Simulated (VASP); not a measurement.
# Mn3Ag: single point with r2SCAN

Mn3Ag:

```xyz
4
Lattice="0.0000 3.1142 3.1142 3.1142 0.0000 3.1142 3.1142 3.1142 0.0000" Properties=species:S:1:pos:R:3 pbc="T T T"
Mn    1.5571    1.5571    1.5571
Mn    4.6713    4.6713    4.6713
Mn    3.1142    3.1142    3.1142
Ag    0.0000    0.0000    0.0000
```

| Quantity | Value |
| --- | --- |
| Program | VASP 6.6.1 |
| Task | single point |
| Functional | r2SCAN |
| Potentials or basis | VASP PAW PBE potentials, release 64 (Mn_pv, Ag) |
| Cutoff | 520 eV |
| k mesh | 12 × 12 × 12 |
| Occupations | gaussian, width 0.1 eV |
| Spin | collinear spin, ferromagnetic start |
| Starting moments | [4.0, 4.0, 4.0, 0.0] μB |

```yaml
Pressure: 9.0 GPa
Net_moment: 12.20 μB per cell
Site_moments: Mn +3.96, +3.94 (each value once); Ag +0.03 μB
Valence_electrons_inside_the_program's_atomic_spheres: Mn 11.52, 11.54 (each value once); Ag 10.09
```

Levels at points of the mesh, in eV from the Fermi level:
Spin up:
```csv
k point,band 29,band 30,band 31,band 32,band 33,band 34
"(0.00, 0.00, 0.00)",-1.95,-1.95,5.96,5.96,5.96,6.10
"(0.50, 0.00, 0.00)",-2.18,-2.18,-1.69,4.59,4.59,4.74
"(0.50, 0.50, 0.00)",-1.71,-1.71,-1.44,-0.90,-0.90,4.32
```
Spin down:
```csv
k point,band 17,band 18,band 19,band 20,band 21,band 22
"(0.00, 0.00, 0.00)",-1.00,-1.00,-0.05,-0.05,0.56,0.56
"(0.50, 0.00, 0.00)",-1.37,-1.37,0.01,0.23,0.23,0.85
"(0.50, 0.50, 0.00)",-0.79,-0.70,-0.70,-0.42,0.33,0.66
```

Wall time 29 min on 1 thread of Intel Xeon 8259CL, on a shared host, peak memory 0.42 GiB.

Caveat: the cell stands under pressure; the PAW data sets were made with another functional, which shifts forces and pressure a little.
